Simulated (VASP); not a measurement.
Input of a VASP 6.6.1 run:

Contents of INCAR:

```
SYSTEM = CuAu
PREC = Accurate ; ENCUT = 520
EDIFF = 1E-6 ; ISMEAR = 0
SIGMA = 0.15 ; LREAL = .False.
LASPH = .True. ; NELM = 80
ALGO = Fast ; ISIF = 2
LWAVE = .False. ; LCHARG = .False.
GGA = PE ; NBANDS = 18
```

KPOINTS

```
regular mesh
0
Gamma
  18 18 14
  0 0 0
```

File POSCAR:

```
CuAu
1.0
    2.7160000000      0.0000000000      0.0000000000
    0.0000000000      2.7160000000      0.0000000000
    0.0000000000      0.0000000000      3.6149500000
Cu Au
1 1
Direct
    0.5000000000      0.5000000000      0.5000000000
    0.0000000000      0.0000000000      0.0000000000
```

Potentials or basis: VASP PAW PBE potentials, release 64 (Cu, Au).

Run with:

```console
$ cat potpaw_PBE.64/Cu/POTCAR potpaw_PBE.64/Au/POTCAR > POTCAR
$ mpirun -np 1 vasp_std > vasp.out
```

(1) What does it give for the band gap on the k mesh?

(2) Estimate the pressure.

## Answers

(1) zero (band 11 reaches 15.87 eV, above the bottom of band 12 at 7.97 eV).

(2) 23.0 GPa.

Caveat: the cell differs from its parent crystal (strain -0.030 along x and y, -0.015 along z); spin-orbit coupling is left out, which moves the levels of the heavy elements.
